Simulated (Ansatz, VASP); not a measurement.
# ZnS in VASP and in Ansatz

POSCAR

```
ZnS
1.0
    3.9589906172      0.0000000000      0.0000000000
   -1.9794953086      3.4285864478      0.0000000000
    0.0000000000      0.0000000000      6.2457351521
Zn S
2 2
Direct
    0.3333333333      0.6666666667      0.0053880710
    0.6666666667      0.3333333333      0.5053880710
    0.3333333333      0.6666666667      0.3796119290
    0.6666666667      0.3333333333      0.8796119290
```

Contents of INCAR.step1:

```
PREC = Accurate
ENCUT = 520
ISMEAR = 0
SIGMA = 0.05
LREAL = F
LASPH = T
NELM = 80
NBANDS = 26
GGA = PE
ALGO = Normal
EDIFF = 1E-4
LWAVE = T
LCHARG = F
```

Contents of INCAR.step2:

```
PREC = Accurate
ENCUT = 520
EDIFF = 1E-6
ISMEAR = 0
SIGMA = 0.05
LREAL = F
LASPH = T
NELM = 80
ALGO = Normal
ISIF = 2
LWAVE = F
LCHARG = T
METAGGA = R2SCAN
LMIXTAU = T
LELF = T
LVHAR = T
NBANDS = 26
ISTART = 1
```

The input KPOINTS:

```
regular mesh
0
Gamma
  6 6 4
```

Input for Ansatz:

```yaml
crystal:
  lattice:
    - [3.9589906172, 0.0, 0.0]
    - [-1.9794953086, 3.4285864478, 0.0]
    - [0.0, 0.0, 6.2457351521]
  atoms:
    - { symbol: Zn, position: [0.3333333333, 0.6666666667, 0.005388071] }
    - { symbol: Zn, position: [0.6666666667, 0.3333333333, 0.505388071] }
    - { symbol: S, position: [0.3333333333, 0.6666666667, 0.379611929] }
    - { symbol: S, position: [0.6666666667, 0.3333333333, 0.879611929] }
basis:
  ecutwfc: 500
kpoints:
  mp_grid: { grid: [6, 6, 4] }
hamiltonian:
  xc: r2scan
scf:
  occupations: { method: gaussian, width: 0.05 }
output:
  forces: true
  stress: true
  eigenvalues: true
  write_density: true
  write_potential: true
  elf: true
  volumetric_format: npy
```

Change from the starting cell: strain +0.040 along x and y, +0.000 along z, atoms carried along.

Alike in both runs: task single point; functional r2SCAN; k mesh 6 × 6 × 4; occupations gaussian, width 0.05 eV; no spin polarisation.

|  | VASP | Ansatz |
| --- | --- | --- |
| version | VASP 6.6.1 | Ansatz 0.2.0 |
| potentials or method | VASP PAW PBE potentials, release 64 (Zn, S), cutoff 520 eV | scalar-relativistic, plane waves, PAW |
| valence electrons in the cell | 36 | 36 |

```csv
,VASP,Ansatz,Ansatz less VASP
gap on the k mesh at the Fermi level (eV),2.45,2.44,-0.003
least direct gap on the mesh (eV),2.45,2.44,-0.003
pressure (GPa),-5.0,-5.0,-0.03
"traceless stress, the component that is largest in VASP (GPa)",2.98,2.95,-0.031
rms of the force components (eV/Å),0.108,0.111,+0.0027
```

VASP's potentials were made for PBE, not for r2SCAN. Atom by atom the forces differ by 0.003 eV/Å (rms over components). The functional is the same, so the differences come from potentials, cutoffs and numerics.
